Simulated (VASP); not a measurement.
Crystal: SrO.

```xyz
2
Lattice="0.0000 2.5663 2.5663 2.5663 0.0000 2.5663 2.5663 2.5663 0.0000" Properties=species:S:1:pos:R:3 pbc="T T T"
Sr    2.5663    2.5663    2.5663
O     0.0000    0.0000    0.0000
```

```yaml
Program: VASP 6.6.1
Task: relaxation of cell and atoms
Functional: LDA
Potentials_or_basis: VASP PAW LDA potentials, release 64 (Sr_sv, O)
Cutoff: 600 eV
k_mesh: 9 × 9 × 9
Occupations: fermi-dirac, width 0.05 eV
Spin: no spin polarisation
```

At the start: pressure -3.2 GPa; volume 16.90 Å³/atom.

**Question.** Where does the relaxation end?

**Answer.** Over 3 steps the energy falls by 5.8 meV/atom and the volume is 16.34 Å³/atom (-3.3 %); space group Fm-3m (No. 225, to 0.05 Å).

Step by step:
```csv
step,energy change (eV),largest force (eV/Å),pressure (GPa),volume (Å³)
1,0.0000,0.0000,-3.23,33.80
2,-0.0088,0.0000,1.75,32.17
3,-0.0116,0.0000,0.00,32.69
```

Final structure:
```
Sr O
1.0
     0.00000    2.53780    2.53780
     2.53780    0.00000    2.53780
     2.53780    2.53780    0.00000
Sr O
1 1
Direct
  0.50000 0.50000 0.50000
  0.00000 0.00000 0.00000
```
